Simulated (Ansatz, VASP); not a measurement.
**C in VASP and in Ansatz**

```
C
1.0
     0.00000    1.78581    1.78581
     1.78581    0.00000    1.78581
     1.78581    1.78581    0.00000
C
2
Direct
  0.00000 0.00000 0.00000
  0.25000 0.25000 0.25000
```

Alike in both runs: functional PBE; k mesh 12 × 12 × 12; occupations gaussian, width 0.02 eV; no spin polarisation.

Ansatz relaxed the structure, and its values are those at the end. VASP's run is a single point on that final structure, the one shown.

|  | VASP | Ansatz |
| --- | --- | --- |
| version | VASP 6.6.1 | Ansatz 0.2.0 |
| potentials or method | VASP PAW PBE potentials, release 64 (C), cutoff 600 eV | scalar-relativistic, plane waves, PAW |
| valence electrons in the cell | 8 | 8 |

|  | VASP | Ansatz | Ansatz less VASP |
| --- | --- | --- | --- |
| gap on the k mesh at the Fermi level (eV) | 4.14 | 4.15 | +0.007 |
| least direct gap on the mesh (eV) | 5.58 | 5.58 | +0.002 |
| pressure (GPa) | 0.0 | 0.0 | +0.02 |
